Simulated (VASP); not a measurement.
# MgPb2Se3 (Cmmm) in VASP: single point with PBEsol

Aim: the single point of MgPb2Se3 with PBEsol.

Everything below comes from runs of VASP 6.6.1. Logs are shortened: lines on timing, memory, paths and dates and some standing lists are left out, and cuts for length are marked.

## (1) The cell of the first run

It takes space group Cmmm (No. 65, orthorhombic). The conventional cell has a = 7.332 Å, b = 10.550 Å, c = 4.779 Å, α = 90.00°, β = 90.00°, γ = 90.00°. Mg (site symmetry mmm) has 2 Se at 2.39 Å within 3.2 Å. Pb (site symmetry 2/m) has 6 Se at 3.02 to 3.21 Å and 2 Pb at 3.67 Å and 4 Mg at 4.00 Å within 4.1 Å. Within 3.2 Å of Se (site symmetry m2m) lie 1 Mg at 2.39 Å and 4 Pb at 3.02 Å. Within 4.2 Å of Se (site symmetry mmm) lie 4 Pb at 3.21 Å and 4 Se at 3.75 Å.

## (2) Single point, PBEsol

Contents of INCAR:

```
SYSTEM = MgPb2Se3
ALGO = Normal
EDIFF = 1E-6
ENCUT = 600
GGA = PS
GGA_COMPAT = .FALSE.
ISIF = 2
ISMEAR = -1
LASPH = .TRUE.
LCHARG = .FALSE.
LREAL = .FALSE.
LWAVE = .FALSE.
NBANDS = 33
NELM = 120
PREC = Accurate
SIGMA = 0.03
```

Contents of KPOINTS:

```
k-points
0
G
  4 4 4
  0 0 0
```

Contents of POSCAR:

```
MgPb2Se3
1.0
    3.6662212367     -5.2749246808      0.0000000000
    3.6662212367      5.2749246808      0.0000000000
    0.0000000000      0.0000000000      4.7788655733
Mg Pb Se
1 2 3
Direct
    0.5000000000      0.5000000000      0.0000000000
    0.0000000000      0.5000000000      0.5000000000
    0.5000000000      0.0000000000      0.5000000000
    0.2736574959      0.7263425041      0.0000000000
    0.7263425041      0.2736574959      0.0000000000
    0.0000000000      0.0000000000      0.5000000000
```

Potentials or basis: VASP PAW PBE potentials, release 64 (Mg, Pb_d, Se).

Run with:

```bash
> cat potpaw_PBE.64/Mg/POTCAR potpaw_PBE.64/Pb_d/POTCAR potpaw_PBE.64/Se/POTCAR > POTCAR
> mpirun -np 1 vasp_std > vasp.out
```

OUTCAR:

```text
SYSTEM = MgPb2Se3
   EDIFF = 1E-6
   ENCUT = 600
   GGA = PS
   ISIF = 2
   ISMEAR = -1
   LASPH = .TRUE.
   LREAL = .FALSE.
   NELM = 120
   PREC = Accurate

 ion  position               nearest neighbor table
   1  0.500  0.500  0.000-   4 2.39   5 2.39
   2  0.000  0.500  0.500-   4 3.02   5 3.02   4 3.02   5 3.02   6 3.21   6 3.21   3 3.67   3 3.67

   3  0.500  0.000  0.500-   4 3.02   5 3.02   4 3.02   5 3.02   6 3.21   6 3.21   2 3.67   2 3.67

   4  0.274  0.726  0.000-   1 2.39   2 3.02   3 3.02   2 3.02   3 3.02
   5  0.726  0.274  0.000-   1 2.39   2 3.02   3 3.02   2 3.02   3 3.02
   6  0.000  0.000  0.500-   2 3.21   3 3.21   2 3.21   3 3.21

  LATTYP: Found a base centered orthorhombic cell.
 ALAT       =     7.3324424734
 B/A-ratio  =     1.4387906076
 C/A-ratio  =     0.6517426616

  Lattice vectors:

 A1 = (   3.6662212367,  -5.2749246808,   0.0000000000)
 A2 = (   3.6662212367,   5.2749246808,   0.0000000000)
 A3 = (   0.0000000000,   0.0000000000,   4.7788655733)

Analysis of symmetry for initial positions (statically):
=====================================================================
 Subroutine PRICEL returns:
 Original cell was already a primitive cell.

 Routine SETGRP: Setting up the symmetry group for a
 base centered orthorhombic supercell.

 Subroutine GETGRP returns: Found  8 space group operations
 (whereof  8 operations were pure point group operations)
 out of a pool of  8 trial point group operations.

The static configuration has the point symmetry D_2h.

Analysis of symmetry for dynamics (positions and initial velocities):
=====================================================================
 Subroutine PRICEL returns:
 Original cell was already a primitive cell.

 Routine SETGRP: Setting up the symmetry group for a
 base centered orthorhombic supercell.

 Subroutine GETGRP returns: Found  8 space group operations
 (whereof  8 operations were pure point group operations)
 out of a pool of  8 trial point group operations.

The dynamic configuration has the point symmetry D_2h.

 Subroutine INISYM returns: Found  8 space group operations
 (whereof  8 operations are pure point group operations),
 and found     1 'primitive' translations

----------------------------------------------------------------------------------------

                                     Primitive cell

  volume of cell :     184.8374

  direct lattice vectors                    reciprocal lattice vectors
     3.666221237 -5.274924681  0.000000000     0.136380204 -0.094788083  0.000000000
     3.666221237  5.274924681  0.000000000     0.136380204  0.094788083  0.000000000
     0.000000000  0.000000000  4.778865573     0.000000000  0.000000000  0.209254683

  length of vectors
     6.423862432  6.423862432  4.778865573     0.166085342  0.166085342  0.209254683

  position of ions in fractional coordinates (direct lattice)
     0.500000000  0.500000000  0.000000000
     0.000000000  0.500000000  0.500000000
     0.500000000  0.000000000  0.500000000
     0.273657496  0.726342504  0.000000000
     0.726342504  0.273657496  0.000000000
     0.000000000  0.000000000  0.500000000

  ion indices of the primitive-cell ions
   primitive index   ion index
                 1           1
                 2           2
                 3           3
                 4           4
                 5           5
                 6           6

----------------------------------------------------------------------------------------

 KPOINTS: k-points

Automatic generation of k-mesh.
 Grid dimensions read from file:
 generate k-points for:    4    4    4

 Generating k-lattice:

  Cartesian coordinates                     Fractional coordinates (reciprocal lattice)
     0.034095051 -0.023697021  0.000000000     0.250000000  0.000000000  0.000000000
     0.034095051  0.023697021  0.000000000     0.000000000  0.250000000  0.000000000
     0.000000000  0.000000000  0.052313671     0.000000000  0.000000000  0.250000000

  Length of vectors
     0.041521335  0.041521335  0.052313671

  Shift w.r.t. Gamma in fractional coordinates (k-lattice)
     0.000000000  0.000000000  0.000000000

 Subroutine IBZKPT returns following result:
 ===========================================

 Found     21 irreducible k-points:

 Following reciprocal coordinates:
            Coordinates               Weight
  0.000000  0.000000  0.000000      1.000000
  0.250000  0.000000  0.000000      4.000000
  0.500000  0.000000  0.000000      2.000000
  0.250000  0.250000  0.000000      2.000000
  0.500000  0.250000  0.000000      4.000000
 -0.250000  0.250000  0.000000      2.000000
[... 13 lines left out ...]
 -0.250000  0.250000  0.500000      2.000000
  0.500000  0.500000  0.500000      1.000000
   k-points           NKPTS =     21   k-points in BZ     NKDIM =     21   number of bands    NBANDS=     33
   number of dos      NEDOS =    301   number of ions     NIONS =      6
   total plane-waves  NPLWV = 116640
   dimension x,y,z NGX =    54 NGY =   54 NGZ =   40
   dimension x,y,z NGXF=   108 NGYF=  108 NGZF=   80
   ions per type =               1   2   3
   NGX,Y,Z   is equivalent  to a cutoff of  13.97, 13.97, 13.92 a.u.
   NGXF,Y,Z  is equivalent  to a cutoff of  27.95, 27.95, 27.83 a.u.
 SYSTEM =  MgPb2Se3
   PREC   = accura    normal or accurate (medium, high low for compatibility)
   ISTART =      0    job   : 0-new  1-cont  2-samecut
   ICHARG =      2    charge: 1-file 2-atom 10-const
   ISPIN  =      1    spin polarized calculation?
   LNONCOLLINEAR =      F non collinear calculations
   LSORBIT =      F    spin-orbit coupling
   LASPH  =      T    aspherical Exc in radial PAW
   ENCUT  =  600.0 eV  44.10 Ry    6.64 a.u.  12.83 12.83  9.54*2*pi/ulx,y,z
   NELM   =    120;   NELMIN=  2; NELMDL= -5     # of ELM steps
   EDIFF  = 0.1E-05   stopping-criterion for ELM
   LREAL  =      F    real-space projection
   EDIFFG = 0.1E-04   stopping-criterion for IOM
   NSW    =      0    number of steps for IOM
   IBRION =     -1    ionic relax: 0-MD 1-quasi-New 2-CG
   NFREE  =      0    steps in history (QN), initial steepest desc. (CG)
   ISIF   =      2    stress and relaxation
   ISYM   =      2    0-nonsym 1-usesym 2-fastsym
   POTIM  = 0.5000    time-step for ionic-motion
   TEBEG  =    0.0;   TEEND  =   0.0 temperature during run
   PSTRESS=    0.0 pullay stress
   NELECT =      48.0000    total number of electrons
   NUPDOWN=      -1.0000    fix difference up-down
   EMIN   =  10.00;   EMAX   =-10.00  energy-range for DOS
   EFERMI =   0.00;   METHOD = LEGACY
   ISMEAR =    -1;   SIGMA  =   0.03  broadening in eV -4-tet -1-fermi 0-gaus
   EFERMI_NEDOS =   21; number of points for ismear=-14 and -15
   IALGO  =     38    algorithm
   IMIX   =      4    mixing-type and parameters
     AMIX     =   0.40;   BMIX     =  1.00
     AMIX_MAG =   1.60;   BMIX_MAG =  1.00
  volume/ion in A,a.u.               =      30.81       207.89
  Fermi-wavevector in a.u.,A,eV,Ry     =   1.044460  1.973744 14.842563  1.090898
  Thomas-Fermi vector in A             =   2.179214
   LORBIT       =      0    0 simple, 1 ext, 2 COOP (PROOUT), +10 PAW based schemes
   GGA     = PS    functional components
   LHFCALC =     F    Hartree Fock is set to
   AEXX    =    0.0000 exact exchange contribution
   IVDW    =     0    specifies the selected vdW correction
   LEPSILON=     F    determine dielectric tensor
   LRPA    =     F    only Hartree local field effects (RPA)
 non-spin polarized calculation
  energy-cutoff  :      600.00
  volume of cell :      184.84
 maximum number of plane-waves:      6216
 NGX is ok and might be reduce to    54
   NGX = 25   NGY = 25   NGZ = 19

 number of electron      47.9999999 magnetization

 Free energy of the ion-electron system (eV)
  ---------------------------------------------------
  ext. energy  EPLUGINS =         0.00000000
  ---------------------------------------------------
  free energy    TOTEN  =       -22.92045223 eV

  energy without entropy =      -22.91674235  energy(sigma->0) =      -22.91859729

 E-fermi :   3.1210     XC(G=0):  -8.8127

 val. band max:        3.0959133835   @ k =   0.0000   0.0000   0.0000
 cond. band min:       3.2165433044   @ k =  -0.2500   0.2500   0.5000
 fundamental gap:      0.1206299208
 Fermi energy:         3.1209949949

 k-point     1 :       0.0000    0.0000    0.0000
  band No.  band energies     occupation
      1     -13.7729      2.00000
      2     -13.7463      2.00000
      3     -13.7268      2.00000
      4     -13.6890      2.00000
      5     -13.6848      2.00000
      6     -13.6770      2.00000
[... 25 lines left out ...]
     32       8.3563      0.00000
     33       9.1266      0.00000

 k-point     2 :       0.2500    0.0000    0.0000
  band No.  band energies     occupation
      1     -13.7470      2.00000
      2     -13.7350      2.00000
      3     -13.7200      2.00000
      4     -13.6909      2.00000
      5     -13.6853      2.00000
      6     -13.6757      2.00000
[... 25 lines left out ...]
     32       8.1769      0.00000
     33       8.1822      0.00000

 k-point     3 :       0.5000    0.0000    0.0000
  band No.  band energies     occupation
      1     -13.7088      2.00000
      2     -13.7087      2.00000
      3     -13.7062      2.00000
      4     -13.7060      2.00000
      5     -13.6847      2.00000
      6     -13.6838      2.00000
[... 25 lines left out ...]
     32       7.3919      0.00000
     33       7.5203      0.00000

 k-point     4 :       0.2500    0.2500    0.0000
  band No.  band energies     occupation
      1     -13.7089      2.00000
      2     -13.7086      2.00000
      3     -13.7068      2.00000
      4     -13.7054      2.00000
      5     -13.6866      2.00000
      6     -13.6820      2.00000
[... 565 lines left out ...]
     32       7.5119      0.00000
     33       8.6430      0.00000

 k-point    20 :      -0.2500    0.2500    0.5000
  band No.  band energies     occupation
      1     -13.8181      2.00000
      2     -13.7684      2.00000
      3     -13.7117      2.00000
      4     -13.6860      2.00000
      5     -13.6737      2.00000
      6     -13.6466      2.00000
[... 25 lines left out ...]
     32       7.3580      0.00000
     33       9.3231      0.00000

 k-point    21 :       0.5000    0.5000    0.5000
  band No.  band energies     occupation
      1     -13.8189      2.00000
      2     -13.7676      2.00000
      3     -13.7098      2.00000
      4     -13.6858      2.00000
      5     -13.6746      2.00000
      6     -13.6400      2.00000
[... 25 lines left out ...]
     32       8.3166      0.00000
     33       8.8511      0.00000

------------------------ aborting loop because EDIFF is reached ----------------------------------------

  FORCE on cell =-STRESS in cart. coord.  units (eV):
  Direction    XX          YY          ZZ          XY          YZ          ZX
  --------------------------------------------------------------------------------------
  -------------------------------------------------------------------------------------
  Total        0.0205971      0.0788088      0.0287017      0.0000000      0.0000000      0.0000000
  in kB        0.1785362      0.6831175      0.2487874      0.0000000      0.0000000      0.0000000
  external PRESSURE =       0.3701470 kB  Pullay stress =       0.0000000 kB

 VOLUME and BASIS-vectors are now :
 -----------------------------------------------------------------------------
  energy-cutoff  :      600.00
  volume of cell :      184.84
      direct lattice vectors                 reciprocal lattice vectors
     3.666221237 -5.274924681  0.000000000     0.136380204 -0.094788083  0.000000000
     3.666221237  5.274924681  0.000000000     0.136380204  0.094788083  0.000000000
     0.000000000  0.000000000  4.778865573     0.000000000  0.000000000  0.209254683

 POSITION                                       TOTAL-FORCE (eV/Angst)
 -----------------------------------------------------------------------------------
      3.66622      0.00000      0.00000         0.000000      0.000000      0.000000
      1.83311      2.63746      2.38943         0.000000      0.000000      0.000000
      1.83311     -2.63746      2.38943        -0.000000      0.000000      0.000000
      3.66622      2.38788      0.00000         0.000000      0.013571     -0.000000
      3.66622     -2.38788      0.00000         0.000000     -0.013571      0.000000
      0.00000      0.00000      2.38943         0.000000     -0.000000      0.000000
 -----------------------------------------------------------------------------------
    total drift:                                0.000000     -0.000000      0.000000

  FREE ENERGIE OF THE ION-ELECTRON SYSTEM (eV)
  ---------------------------------------------------
  free  energy   TOTEN  =       -22.9204522264 eV

  energy  without entropy=      -22.9167423486  energy(sigma->0) =      -22.91859729
```

Wall time 5.6 min (1 thread of Intel Xeon 8259CL, shared host); peak memory 0.43 GiB.

What came out:

- Free energy: -22.9205 eV
- Pressure: 0.0 GPa
- Largest force: 0.014 eV/Å
- Band gap on the k mesh: zero (bands 24 and 25 overlap by 0.23 eV)

Forces on the atoms (eV/Å):
```
Mg   0.000  0.000  0.000
Pb   0.000  0.000  0.000
Pb   0.000  0.000  0.000
Se   0.000  0.014  0.000
Se   0.000 -0.014  0.000
Se   0.000  0.000  0.000
```

Caveat: semilocal functionals underestimate gaps, and a narrow one can read as zero; the PAW data sets were made with another functional, which shifts forces and pressure a little; spin-orbit coupling is left out, which moves the levels of the heavy elements.

The gap in the log of VASP goes by the Fermi energy; the results here count the filled bands.